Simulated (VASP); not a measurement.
# Rb3Sr (Fm-3m) in VASP: single point with PBE

Aim: the single point of Rb3Sr with PBE.

All numbers are computed with VASP 6.6.1; they aren't measurements. Logs are shortened: lines on timing, memory, paths and dates and some standing lists are left out, and cuts for length are marked.

## Step 1: The cell of the first run

It takes space group Fm-3m (No. 225, cubic). The conventional cell has a = 10.881 Å, b = 10.881 Å, c = 10.881 Å, α = 90.00°, β = 90.00°, γ = 90.00°.

## Step 2: Single point, PBE

POSCAR reads:

```
Rb3Sr
1.0
    0.0000000000      5.4402880000      5.4402880000
    5.4402880000      0.0000000000      5.4402880000
    5.4402880000      5.4402880000      0.0000000000
Rb Sr
3 1
Direct
    0.2500000000      0.2500000000      0.2500000000
    0.7500000000      0.7500000000      0.7500000000
    0.5000000000      0.5000000000      0.5000000000
    0.0000000000      0.0000000000      0.0000000000
```

INCAR.step1 reads:

```
ALGO = Fast ; EDIFF = 1E-6
ENCUT = 520 ; GGA = PE
ISIF = 2 ; ISMEAR = 0
LASPH = T ; LCHARG = T
LREAL = F ; LWAVE = F
NBANDS = 26 ; NELM = 80
PREC = Accurate ; SIGMA = 0.1
```

KPOINTS.step1 reads:

```
k-points
0
Gamma
  8 8 8
```

INCAR.step2 reads:

```
ALGO = Fast ; EDIFF = 1E-6
ENCUT = 520 ; GGA = PE
ICHARG = 11 ; ISIF = 2
ISMEAR = -5 ; LASPH = T
LCHARG = F ; LORBIT = 10
LREAL = F ; LWAVE = F
NEDOS = 1001 ; NELM = 80
PREC = Accurate ; SIGMA = 0.1
```

KPOINTS.step2 reads:

```
k-points
0
Gamma
  12 12 12
```

Potentials or basis: VASP PAW PBE potentials, release 64 (Rb_sv, Sr_sv).

Launch:

```sh
$ cat potpaw_PBE.64/Rb_sv/POTCAR potpaw_PBE.64/Sr_sv/POTCAR > POTCAR
$ cp INCAR.step1 INCAR
$ cp KPOINTS.step1 KPOINTS
$ mpirun -np 1 vasp_std > vasp.out
$ cp INCAR.step2 INCAR
$ cp KPOINTS.step2 KPOINTS
$ mpirun -np 1 vasp_std > vasp.out
```

OUTCAR:

```text
EDIFF = 1E-6
   ENCUT = 520
   GGA = PE
   ICHARG = 11
   ISIF = 2
   ISMEAR = -5
   LASPH = T
   LORBIT = 10
   LREAL = F
   NELM = 80
   PREC = Accurate

 ion  position               nearest neighbor table
   1  0.250  0.250  0.250-   3 4.71   4 4.71   4 4.71   4 4.71   4 4.71   3 4.71   3 4.71   3 4.71
                             2 5.44   2 5.44   2 5.44   2 5.44   2 5.44   2 5.44
   2  0.750  0.750  0.750-   3 4.71   4 4.71   3 4.71   3 4.71   3 4.71   4 4.71   4 4.71   4 4.71
                             1 5.44   1 5.44   1 5.44   1 5.44   1 5.44   1 5.44
   3  0.500  0.500  0.500-   1 4.71   2 4.71   1 4.71   1 4.71   1 4.71   2 4.71   2 4.71   2 4.71
                             4 5.44   4 5.44   4 5.44   4 5.44   4 5.44   4 5.44
   4  0.000  0.000  0.000-   1 4.71   2 4.71   2 4.71   2 4.71   2 4.71   1 4.71   1 4.71   1 4.71
                             3 5.44   3 5.44   3 5.44   3 5.44   3 5.44   3 5.44

  LATTYP: Found a face centered cubic cell.
 ALAT       =    10.8805760000

  Lattice vectors:

 A1 = (   0.0000000000,   5.4402880000,   5.4402880000)
 A2 = (   5.4402880000,   0.0000000000,   5.4402880000)
 A3 = (   5.4402880000,   5.4402880000,   0.0000000000)

Analysis of symmetry for initial positions (statically):
=====================================================================
 Subroutine PRICEL returns:
 Original cell was already a primitive cell.

 Routine SETGRP: Setting up the symmetry group for a
 face centered cubic supercell.

 Subroutine GETGRP returns: Found 48 space group operations
 (whereof 48 operations were pure point group operations)
 out of a pool of 48 trial point group operations.

The static configuration has the point symmetry O_h .

Analysis of symmetry for dynamics (positions and initial velocities):
=====================================================================
 Subroutine PRICEL returns:
 Original cell was already a primitive cell.

 Routine SETGRP: Setting up the symmetry group for a
 face centered cubic supercell.

 Subroutine GETGRP returns: Found 48 space group operations
 (whereof 48 operations were pure point group operations)
 out of a pool of 48 trial point group operations.

The dynamic configuration has the point symmetry O_h .

 Subroutine INISYM returns: Found 48 space group operations
 (whereof 48 operations are pure point group operations),
 and found     1 'primitive' translations

----------------------------------------------------------------------------------------

                                     Primitive cell

  volume of cell :     322.0295

  direct lattice vectors                    reciprocal lattice vectors
     0.000000000  5.440288000  5.440288000    -0.091906899  0.091906899  0.091906899
     5.440288000  0.000000000  5.440288000     0.091906899 -0.091906899  0.091906899
     5.440288000  5.440288000  0.000000000     0.091906899  0.091906899 -0.091906899

  length of vectors
     7.693729073  7.693729073  7.693729073     0.159187419  0.159187419  0.159187419

  position of ions in fractional coordinates (direct lattice)
     0.250000000  0.250000000  0.250000000
     0.750000000  0.750000000  0.750000000
     0.500000000  0.500000000  0.500000000
     0.000000000  0.000000000  0.000000000

  ion indices of the primitive-cell ions
   primitive index   ion index
                 1           1
                 2           2
                 3           3
                 4           4

----------------------------------------------------------------------------------------

 KPOINTS: k-points

Automatic generation of k-mesh.
 Grid dimensions read from file:
 generate k-points for:   12   12   12

 Generating k-lattice:

  Cartesian coordinates                     Fractional coordinates (reciprocal lattice)
    -0.007658908  0.007658908  0.007658908     0.083333333  0.000000000  0.000000000
     0.007658908 -0.007658908  0.007658908     0.000000000  0.083333333  0.000000000
     0.007658908  0.007658908 -0.007658908     0.000000000  0.000000000  0.083333333

  Length of vectors
     0.013265618  0.013265618  0.013265618

  Shift w.r.t. Gamma in fractional coordinates (k-lattice)
     0.000000000  0.000000000  0.000000000

 TETIRR: Found    247 inequivalent tetrahedra from    10368

 Subroutine IBZKPT returns following result:
 ===========================================

 Found     72 irreducible k-points:

 Following reciprocal coordinates:
            Coordinates               Weight
  0.000000  0.000000  0.000000      1.000000
  0.083333  0.000000  0.000000      8.000000
  0.166667  0.000000  0.000000      8.000000
  0.250000  0.000000  0.000000      8.000000
  0.333333  0.000000  0.000000      8.000000
  0.416667  0.000000  0.000000      8.000000
[... 16 lines left out ...]
  0.500000  0.166667  0.000000     24.000000
 -0.416667  0.166667  0.000000     24.000000
 [... further k-points ...]
   k-points           NKPTS =     72   k-points in BZ     NKDIM =     72   number of bands    NBANDS=     22
   number of dos      NEDOS =   1001   number of ions     NIONS =      4
   total plane-waves  NPLWV = 216000
   dimension x,y,z NGX =    60 NGY =   60 NGZ =   60
   dimension x,y,z NGXF=   120 NGYF=  120 NGZF=  120
   ions per type =               3   1
   NGX,Y,Z   is equivalent  to a cutoff of  12.96, 12.96, 12.96 a.u.
   NGXF,Y,Z  is equivalent  to a cutoff of  25.93, 25.93, 25.93 a.u.
 SYSTEM =  unknown system
   PREC   = accura    normal or accurate (medium, high low for compatibility)
   ISTART =      0    job   : 0-new  1-cont  2-samecut
   ICHARG =     11    charge: 1-file 2-atom 10-const
   ISPIN  =      1    spin polarized calculation?
   LNONCOLLINEAR =      F non collinear calculations
   LSORBIT =      F    spin-orbit coupling
   LASPH  =      T    aspherical Exc in radial PAW
   ENCUT  =  520.0 eV  38.22 Ry    6.18 a.u.  14.31 14.31 14.31*2*pi/ulx,y,z
   NELM   =     80;   NELMIN=  2; NELMDL=  0     # of ELM steps
   EDIFF  = 0.1E-05   stopping-criterion for ELM
   LREAL  =      F    real-space projection
   EDIFFG = 0.1E-04   stopping-criterion for IOM
   NSW    =      0    number of steps for IOM
   IBRION =     -1    ionic relax: 0-MD 1-quasi-New 2-CG
   NFREE  =      0    steps in history (QN), initial steepest desc. (CG)
   ISIF   =      2    stress and relaxation
   ISYM   =      2    0-nonsym 1-usesym 2-fastsym
   POTIM  = 0.5000    time-step for ionic-motion
   TEBEG  =    0.0;   TEEND  =   0.0 temperature during run
   PSTRESS=    0.0 pullay stress
   NELECT =      37.0000    total number of electrons
   NUPDOWN=      -1.0000    fix difference up-down
   EMIN   =  10.00;   EMAX   =-10.00  energy-range for DOS
   EFERMI =   0.00;   METHOD = LEGACY
   ISMEAR =    -5;   SIGMA  =   0.10  broadening in eV -4-tet -1-fermi 0-gaus
   EFERMI_NEDOS =   21; number of points for ismear=-14 and -15
   IALGO  =     68    algorithm
   IMIX   =      4    mixing-type and parameters
     AMIX     =   0.40;   BMIX     =  1.00
     AMIX_MAG =   1.60;   BMIX_MAG =  1.00
  volume/ion in A,a.u.               =      80.51       543.29
  Fermi-wavevector in a.u.,A,eV,Ry     =   0.795873  1.503981  8.618108  0.633413
  Thomas-Fermi vector in A             =   1.902285
   LORBIT       =     10    0 simple, 1 ext, 2 COOP (PROOUT), +10 PAW based schemes
   GGA     = PE    functional components
   LHFCALC =     F    Hartree Fock is set to
   AEXX    =    0.0000 exact exchange contribution
   IVDW    =     0    specifies the selected vdW correction
   LEPSILON=     F    determine dielectric tensor
   LRPA    =     F    only Hartree local field effects (RPA)
 non-spin polarized calculation
 RMM-DIIS sequential band-by-band and
 Fermi weights with tetrahedron method with Bloechl corrections
  energy-cutoff  :      520.00
  volume of cell :      322.03
 maximum number of plane-waves:      8728
 NGX is ok and might be reduce to    60

 number of electron      36.9999999 magnetization

 Free energy of the ion-electron system (eV)
  ---------------------------------------------------
  ext. energy  EPLUGINS =         0.00000000
  ---------------------------------------------------
  free energy    TOTEN  =        -3.93657278 eV

  energy without entropy =       -3.93657278  energy(sigma->0) =       -3.93657278

 E-fermi :   0.2886     XC(G=0):  -5.9043

 val. band max:        0.3067305430   @ k =  -0.1667   0.1667   0.0000
 cond. band min:       0.2924283930   @ k =  -0.3333   0.3333   0.1667
 fundamental gap:     -0.0143021500
 Fermi energy:         0.2885597642

 k-point     1 :       0.0000    0.0000    0.0000
  band No.  band energies     occupation
      1     -37.4843      2.00000
      2     -28.4317      2.00000
      3     -28.2957      2.00000
      4     -28.2946      2.00000
      5     -19.4181      2.00000
      6     -19.4181      2.00000
[... 14 lines left out ...]
     21       1.1782      0.00000
     22       1.2165      0.00000

 k-point     2 :       0.0833    0.0000    0.0000
  band No.  band energies     occupation
      1     -37.4843      2.00000
      2     -28.4317      2.00000
      3     -28.2957      2.00000
      4     -28.2947      2.00000
      5     -19.4182      2.00000
      6     -19.4182      2.00000
[... 14 lines left out ...]
     21       1.1456      0.00000
     22       1.1504      0.00000
[... 523 lines left out ...]
     21       0.9465      0.00000
     22       1.2932      0.00000

 k-point    24 :      -0.4167    0.1667    0.0000
  band No.  band energies     occupation
      1     -37.4843      2.00000
      2     -28.4316      2.00000
      3     -28.2953      2.00000
      4     -28.2952      2.00000
      5     -19.4182      2.00000
      6     -19.4182      2.00000
[... 14 lines left out ...]
     21       0.9477      0.00000
     22       1.2720      0.00000

 [... further k-points ...]

------------------------ aborting loop because EDIFF is reached ----------------------------------------

  FORCE on cell =-STRESS in cart. coord.  units (eV):
  Direction    XX          YY          ZZ          XY          YZ          ZX
  --------------------------------------------------------------------------------------
  -------------------------------------------------------------------------------------
  Total       -0.0768650     -0.0768650     -0.0768650      0.0000000      0.0000000     -0.0000000
  in kB       -0.3824223     -0.3824223     -0.3824223      0.0000000      0.0000000     -0.0000000
  external PRESSURE =      -0.3824223 kB  Pullay stress =       0.0000000 kB

 VOLUME and BASIS-vectors are now :
 -----------------------------------------------------------------------------
  energy-cutoff  :      520.00
  volume of cell :      322.03
      direct lattice vectors                 reciprocal lattice vectors
     0.000000000  5.440288000  5.440288000    -0.091906899  0.091906899  0.091906899
     5.440288000  0.000000000  5.440288000     0.091906899 -0.091906899  0.091906899
     5.440288000  5.440288000  0.000000000     0.091906899  0.091906899 -0.091906899

 POSITION                                       TOTAL-FORCE (eV/Angst)
 -----------------------------------------------------------------------------------
      2.72014      2.72014      2.72014         0.000000     -0.000000     -0.000000
      8.16043      8.16043      8.16043        -0.000000      0.000000     -0.000000
      5.44029      5.44029      5.44029         0.000000     -0.000000      0.000000
      0.00000      0.00000      0.00000         0.000000     -0.000000      0.000000
 -----------------------------------------------------------------------------------
    total drift:                                0.000000      0.000000     -0.000000

  FREE ENERGIE OF THE ION-ELECTRON SYSTEM (eV)
  ---------------------------------------------------
  free  energy   TOTEN  =        -3.9365727790 eV

  energy  without entropy=       -3.9365727790  energy(sigma->0) =       -3.93657278

 total charge

# of ion       s       p       d       tot
------------------------------------------
    1        1.964   5.319   0.010   7.294
    2        1.964   5.319   0.010   7.294
    3        1.964   5.320   0.008   7.292
    4        2.086   5.693   0.045   7.824
--------------------------------------------------
tot          7.978  21.651   0.073  29.703
```

Run time: 12 min. Hardware: 1 thread of Intel Xeon 6975P-C (Granite Rapids), shared host; peak memory 0.79 GiB.

What came out:

| Quantity | Value |
| --- | --- |
| Valence electrons inside the program's atomic spheres | Rb 7.29; Sr 7.82 |
